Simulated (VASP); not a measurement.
# MgS (Niningerite) (Fm-3m) in VASP: a series of runs

The runs below take MgS (Niningerite) through single point, with LDA, r2SCAN, PBE.

All numbers are computed with VASP 6.6.1; they aren't measurements. Logs are shortened: lines on timing, memory, paths and dates and some standing lists are left out, and cuts for length are marked.

### 1 The cell of the first run

The structure is cubic, space group Fm-3m (No. 225). The conventional cell has a = 5.203 Å, b = 5.203 Å, c = 5.203 Å, α = 90.00°, β = 90.00°, γ = 90.00°. S (site symmetry m-3m) has 6 Mg at 2.60 Å within 3.4 Å. Mg (site symmetry m-3m) has 6 S at 2.60 Å within 3.4 Å.

### 2 Single point, LDA

Contents of INCAR:

```
  ALGO = Normal
  EDIFF = 1E-6
  ENCUT = 520
  GGA = CA
  ISIF = 2
  ISMEAR = 0
  LASPH = True
  LCHARG = False
  LREAL = False
  LWAVE = False
  NBANDS = 11
  NELM = 100
  PREC = Accurate
  SIGMA = 0.01
```

Contents of KPOINTS:

```
k-points
0
Gamma
  8 8 8
```

Contents of POSCAR:

```
MgS
1.0
    0.0000000000      2.6016500000      2.6016500000
    2.6016500000      0.0000000000      2.6016500000
    2.6016500000      2.6016500000      0.0000000000
S Mg
1 1
Direct
    0.5000000000      0.5000000000      0.5000000000
    0.0000000000      0.0000000000      0.0000000000
```

Potentials or basis: VASP PAW LDA potentials, release 64 (S, Mg).

Started as:

```console
> cat potpaw_LDA.64/S/POTCAR potpaw_LDA.64/Mg/POTCAR > POTCAR
> mpirun -np 1 vasp_std > vasp.out
```

OUTCAR:

```text
EDIFF = 1E-6
   ENCUT = 520
   GGA = CA
   ISIF = 2
   ISMEAR = 0
   LASPH = True
   LREAL = False
   NELM = 100
   PREC = Accurate

 ion  position               nearest neighbor table
   1  0.500  0.500  0.500-   2 2.60   2 2.60   2 2.60   2 2.60   2 2.60   2 2.60
   2  0.000  0.000  0.000-   1 2.60   1 2.60   1 2.60   1 2.60   1 2.60   1 2.60

  LATTYP: Found a face centered cubic cell.
 ALAT       =     5.2033000000

  Lattice vectors:

 A1 = (   0.0000000000,   2.6016500000,   2.6016500000)
 A2 = (   2.6016500000,   0.0000000000,   2.6016500000)
 A3 = (   2.6016500000,   2.6016500000,   0.0000000000)

Analysis of symmetry for initial positions (statically):
=====================================================================
 Subroutine PRICEL returns:
 Original cell was already a primitive cell.

 Routine SETGRP: Setting up the symmetry group for a
 face centered cubic supercell.

 Subroutine GETGRP returns: Found 48 space group operations
 (whereof 48 operations were pure point group operations)
 out of a pool of 48 trial point group operations.

The static configuration has the point symmetry O_h .

Analysis of symmetry for dynamics (positions and initial velocities):
=====================================================================
 Subroutine PRICEL returns:
 Original cell was already a primitive cell.

 Routine SETGRP: Setting up the symmetry group for a
 face centered cubic supercell.

 Subroutine GETGRP returns: Found 48 space group operations
 (whereof 48 operations were pure point group operations)
 out of a pool of 48 trial point group operations.

The dynamic configuration has the point symmetry O_h .

 Subroutine INISYM returns: Found 48 space group operations
 (whereof 48 operations are pure point group operations),
 and found     1 'primitive' translations

----------------------------------------------------------------------------------------

                                     Primitive cell

  volume of cell :      35.2190

  direct lattice vectors                    reciprocal lattice vectors
     0.000000000  2.601650000  2.601650000    -0.192185728  0.192185728  0.192185728
     2.601650000  0.000000000  2.601650000     0.192185728 -0.192185728  0.192185728
     2.601650000  2.601650000  0.000000000     0.192185728  0.192185728 -0.192185728

  length of vectors
     3.679288715  3.679288715  3.679288715     0.332875446  0.332875446  0.332875446

  position of ions in fractional coordinates (direct lattice)
     0.500000000  0.500000000  0.500000000
     0.000000000  0.000000000  0.000000000

  ion indices of the primitive-cell ions
   primitive index   ion index
                 1           1
                 2           2

----------------------------------------------------------------------------------------

 KPOINTS: k-points

Automatic generation of k-mesh.
 Grid dimensions read from file:
 generate k-points for:    8    8    8

 Generating k-lattice:

  Cartesian coordinates                     Fractional coordinates (reciprocal lattice)
    -0.024023216  0.024023216  0.024023216     0.125000000  0.000000000  0.000000000
     0.024023216 -0.024023216  0.024023216     0.000000000  0.125000000  0.000000000
     0.024023216  0.024023216 -0.024023216     0.000000000  0.000000000  0.125000000

  Length of vectors
     0.041609431  0.041609431  0.041609431

  Shift w.r.t. Gamma in fractional coordinates (k-lattice)
     0.000000000  0.000000000  0.000000000

 Subroutine IBZKPT returns following result:
 ===========================================

 Found     29 irreducible k-points:

 Following reciprocal coordinates:
            Coordinates               Weight
  0.000000  0.000000  0.000000      1.000000
  0.125000  0.000000  0.000000      8.000000
  0.250000  0.000000  0.000000      8.000000
  0.375000  0.000000  0.000000      8.000000
  0.500000  0.000000  0.000000      4.000000
  0.125000  0.125000  0.000000      6.000000
[... 16 lines left out ...]
  0.500000  0.250000  0.125000     48.000000
 -0.375000  0.250000  0.125000     24.000000
 [... further k-points ...]
   k-points           NKPTS =     29   k-points in BZ     NKDIM =     29   number of bands    NBANDS=     11
   number of dos      NEDOS =    301   number of ions     NIONS =      2
   total plane-waves  NPLWV =  21952
   dimension x,y,z NGX =    28 NGY =   28 NGZ =   28
   dimension x,y,z NGXF=    56 NGYF=   56 NGZF=   56
   ions per type =               1   1
   NGX,Y,Z   is equivalent  to a cutoff of  12.65, 12.65, 12.65 a.u.
   NGXF,Y,Z  is equivalent  to a cutoff of  25.30, 25.30, 25.30 a.u.
 SYSTEM =  unknown system
   PREC   = accura    normal or accurate (medium, high low for compatibility)
   ISTART =      0    job   : 0-new  1-cont  2-samecut
   ICHARG =      2    charge: 1-file 2-atom 10-const
   ISPIN  =      1    spin polarized calculation?
   LNONCOLLINEAR =      F non collinear calculations
   LSORBIT =      F    spin-orbit coupling
   LASPH  =      T    aspherical Exc in radial PAW
   ENCUT  =  520.0 eV  38.22 Ry    6.18 a.u.   6.84  6.84  6.84*2*pi/ulx,y,z
   NELM   =    100;   NELMIN=  2; NELMDL= -5     # of ELM steps
   EDIFF  = 0.1E-05   stopping-criterion for ELM
   LREAL  =      F    real-space projection
   EDIFFG = 0.1E-04   stopping-criterion for IOM
   NSW    =      0    number of steps for IOM
   IBRION =     -1    ionic relax: 0-MD 1-quasi-New 2-CG
   NFREE  =      0    steps in history (QN), initial steepest desc. (CG)
   ISIF   =      2    stress and relaxation
   ISYM   =      2    0-nonsym 1-usesym 2-fastsym
   POTIM  = 0.5000    time-step for ionic-motion
   TEBEG  =    0.0;   TEEND  =   0.0 temperature during run
   PSTRESS=    0.0 pullay stress
   NELECT =       8.0000    total number of electrons
   NUPDOWN=      -1.0000    fix difference up-down
   EMIN   =  10.00;   EMAX   =-10.00  energy-range for DOS
   EFERMI =   0.00;   METHOD = LEGACY
   ISMEAR =     0;   SIGMA  =   0.01  broadening in eV -4-tet -1-fermi 0-gaus
   EFERMI_NEDOS =   21; number of points for ismear=-14 and -15
   IALGO  =     38    algorithm
   IMIX   =      4    mixing-type and parameters
     AMIX     =   0.40;   BMIX     =  1.00
     AMIX_MAG =   1.60;   BMIX_MAG =  1.00
  volume/ion in A,a.u.               =      17.61       118.83
  Fermi-wavevector in a.u.,A,eV,Ry     =   0.998878  1.887606 13.575323  0.997758
  Thomas-Fermi vector in A             =   2.131131
   LORBIT       =      0    0 simple, 1 ext, 2 COOP (PROOUT), +10 PAW based schemes
   GGA     = CA    functional components
   LHFCALC =     F    Hartree Fock is set to
   AEXX    =    0.0000 exact exchange contribution
   IVDW    =     0    specifies the selected vdW correction
   LEPSILON=     F    determine dielectric tensor
   LRPA    =     F    only Hartree local field effects (RPA)
 non-spin polarized calculation
 Gauss-broadening in eV      SIGMA  =   0.01
  energy-cutoff  :      520.00
  volume of cell :       35.22
 maximum number of plane-waves:       960
   NGX = 13   NGY = 13   NGZ = 13

 number of electron       8.0000000 magnetization

 Free energy of the ion-electron system (eV)
  ---------------------------------------------------
  ext. energy  EPLUGINS =         0.00000000
  ---------------------------------------------------
  free energy    TOTEN  =        -9.57132809 eV

  energy without entropy =       -9.57132809  energy(sigma->0) =       -9.57132809

 E-fermi :   3.6328     XC(G=0):  -9.9880

 val. band max:        3.5806538619   @ k =   0.0000   0.0000   0.0000
 cond. band min:       6.1388032903   @ k =   0.5000   0.5000   0.0000
 fundamental gap:      2.5581494284
 Fermi energy:         3.6328354999

 k-point     1 :       0.0000    0.0000    0.0000
  band No.  band energies     occupation
      1      -9.0597      2.00000
      2       3.5807      2.00000
      3       3.5807      2.00000
      4       3.5807      2.00000
      5       7.0726      0.00000
      6      11.4182      0.00000
      7      11.4182      0.00000
      8      11.4182      0.00000
      9      13.8463      0.00000
     10      13.8463      0.00000
     11      15.9344      0.00000

 k-point     2 :       0.1250    0.0000    0.0000
  band No.  band energies     occupation
      1      -8.9064      2.00000
      2       2.5029      2.00000
      3       3.4786      2.00000
      4       3.4786      2.00000
      5       7.8930      0.00000
      6      11.0910      0.00000
      7      11.6638      0.00000
      8      11.6638      0.00000
      9      13.1643      0.00000
     10      13.1643      0.00000
     11      15.9851      0.00000

 k-point     3 :       0.2500    0.0000    0.0000
  band No.  band energies     occupation
      1      -8.4906      2.00000
      2       0.7210      2.00000
      3       3.2565      2.00000
      4       3.2565      2.00000
      5       8.3560      0.00000
      6      11.2516      0.00000
      7      11.2516      0.00000
      8      11.7266      0.00000
      9      13.7498      0.00000
     10      13.7498      0.00000
     11      15.1896      0.00000

 k-point     4 :       0.3750    0.0000    0.0000
  band No.  band energies     occupation
      1      -7.9805      2.00000
      2      -0.7396      2.00000
      3       3.0615      2.00000
      4       3.0615      2.00000
      5       8.0937      0.00000
      6      10.5722      0.00000
      7      10.5722      0.00000
      8      13.1197      0.00000
      9      14.9330      0.00000
     10      15.7231      0.00000
     11      15.7231      0.00000

 k-point     5 :       0.5000    0.0000    0.0000
  band No.  band energies     occupation
      1      -7.7256      2.00000
      2      -1.3271      2.00000
      3       2.9871      2.00000
      4       2.9871      2.00000
      5       7.9572      0.00000
      6      10.3224      0.00000
      7      10.3224      0.00000
      8      13.4244      0.00000
      9      15.5232      0.00000
     10      17.9558      0.00000
     11      17.9558      0.00000
[... 211 lines left out ...]
 k-point    21 :       0.5000    0.5000    0.0000
  band No.  band energies     occupation
      1      -7.3473      2.00000
      2      -0.6723      2.00000
      3       1.8725      2.00000
      4       1.8725      2.00000
      5       6.1388      0.00000
      6       7.8323      0.00000
      7      15.3725      0.00000
      8      16.3371      0.00000
      9      16.6704      0.00000
     10      16.6704      0.00000
     11      19.4302      0.00000

 k-point    22 :       0.3750    0.2500    0.1250
  band No.  band energies     occupation
      1      -8.1647      2.00000
      2       0.4572      2.00000
      3       2.0983      2.00000
      4       2.8957      2.00000
      5       9.1813      0.00000
      6       9.9484      0.00000
      7      10.4997      0.00000
      8      12.6095      0.00000
      9      13.5903      0.00000
     10      16.4460      0.00000
     11      18.1701      0.00000

 k-point    23 :       0.5000    0.2500    0.1250
  band No.  band energies     occupation
      1      -7.7331      2.00000
      2      -0.3955      2.00000
      3       1.5528      2.00000
      4       2.5757      2.00000
      5       9.0162      0.00000
      6       9.8161      0.00000
      7      11.2491      0.00000
      8      12.4135      0.00000
      9      15.0905      0.00000
     10      17.6367      0.00000
     11      18.2590      0.00000

 k-point    24 :      -0.3750    0.2500    0.1250
  band No.  band energies     occupation
      1      -7.5258      2.00000
      2      -0.7953      2.00000
      3       1.4082      2.00000
      4       2.4109      2.00000
      5       8.9700      0.00000
      6       9.5323      0.00000
      7      11.8411      0.00000
      8      12.8637      0.00000
      9      15.6827      0.00000
     10      16.6206      0.00000
     11      18.9381      0.00000

 [... further k-points ...]

------------------------ aborting loop because EDIFF is reached ----------------------------------------

  FORCE on cell =-STRESS in cart. coord.  units (eV):
  Direction    XX          YY          ZZ          XY          YZ          ZX
  --------------------------------------------------------------------------------------
  -------------------------------------------------------------------------------------
  Total       -0.8463668     -0.8463668     -0.8463668      0.0000000     -0.0000000     -0.0000000
  in kB      -38.5028255    -38.5028255    -38.5028255      0.0000000     -0.0000000     -0.0000000
  external PRESSURE =     -38.5028255 kB  Pullay stress =       0.0000000 kB

 VOLUME and BASIS-vectors are now :
 -----------------------------------------------------------------------------
  energy-cutoff  :      520.00
  volume of cell :       35.22
      direct lattice vectors                 reciprocal lattice vectors
     0.000000000  2.601650000  2.601650000    -0.192185728  0.192185728  0.192185728
     2.601650000  0.000000000  2.601650000     0.192185728 -0.192185728  0.192185728
     2.601650000  2.601650000  0.000000000     0.192185728  0.192185728 -0.192185728

 POSITION                                       TOTAL-FORCE (eV/Angst)
 -----------------------------------------------------------------------------------
      2.60165      2.60165      2.60165        -0.000000     -0.000000      0.000000
      0.00000      0.00000      0.00000         0.000000      0.000000     -0.000000
 -----------------------------------------------------------------------------------
    total drift:                                0.000000      0.000000      0.000000

  FREE ENERGIE OF THE ION-ELECTRON SYSTEM (eV)
  ---------------------------------------------------
  free  energy   TOTEN  =        -9.5713280861 eV

  energy  without entropy=       -9.5713280861  energy(sigma->0) =       -9.57132809
```

Run time: 9 s. Hardware: 1 thread of Intel Xeon Platinum 8259CL at 2.50GHz (Skylake/Cascade Lake), shared host; peak memory 0.14 GiB.

What came out:

| Property | Result |
| --- | --- |
| Free energy | -9.5713 eV |
| Pressure | -3.9 GPa |
| Band gap on the k mesh | 2.56 eV, indirect (least direct gap 3.49 eV) |

### 3 Single point, r2SCAN

POSCAR is that of step 2.

Contents of INCAR.step1:

```
SYSTEM = MgS
PREC = Accurate ; ENCUT = 520
ISMEAR = 0 ; SIGMA = 0.01
LREAL = .False. ; LASPH = .True.
NELM = 80 ; NBANDS = 11
GGA = PE ; ALGO = Normal
EDIFF = 1E-4 ; LWAVE = .True.
LCHARG = .False.
```

Contents of INCAR.step2:

```
SYSTEM = MgS
PREC = Accurate ; ENCUT = 520
EDIFF = 1E-6 ; ISMEAR = 0
SIGMA = 0.01 ; LREAL = .False.
LASPH = .True. ; NELM = 80
ALGO = Normal ; ISIF = 2
LWAVE = .False. ; LCHARG = .False.
METAGGA = R2SCAN ; LMIXTAU = .True.
NBANDS = 11 ; ISTART = 1
```

Contents of KPOINTS:

```
regular mesh
0
Gamma
  8 8 8
  0 0 0
```

Potentials or basis: VASP PAW PBE potentials, release 64 (S, Mg).

Started as:

```console
> cat potpaw_PBE.64/S/POTCAR potpaw_PBE.64/Mg/POTCAR > POTCAR
> cp INCAR.step1 INCAR
> mpirun -np 1 vasp_std > vasp.out
> cp INCAR.step2 INCAR
> mpirun -np 1 vasp_std > vasp.out
```

Wall time 61 s (1 thread of Intel Xeon Platinum 8259CL at 2.50GHz (Skylake/Cascade Lake), shared host); peak memory 0.16 GiB.

It converged, with:

* Free energy: -15.5105 eV
* Pressure: -0.5 GPa
* Band gap on the k mesh: 3.43 eV, indirect (least direct gap 4.61 eV)

Levels at points of the mesh, in eV from the valence-band top:
```tsv
k point	band 2	band 3	band 4	band 5	band 6	band 7
(0.00, 0.00, 0.00)	0.00	0.00	0.00	4.61	8.53	8.53
(0.50, 0.00, 0.00)	-4.88	-0.62	-0.62	5.22	7.50	7.50
(0.50, 0.50, 0.00)	-4.27	-1.73	-1.73	3.43	4.93	13.14
```

Caveat: the PAW data sets were made with another functional, which shifts forces and pressure a little.

[end of part 1 of 2]
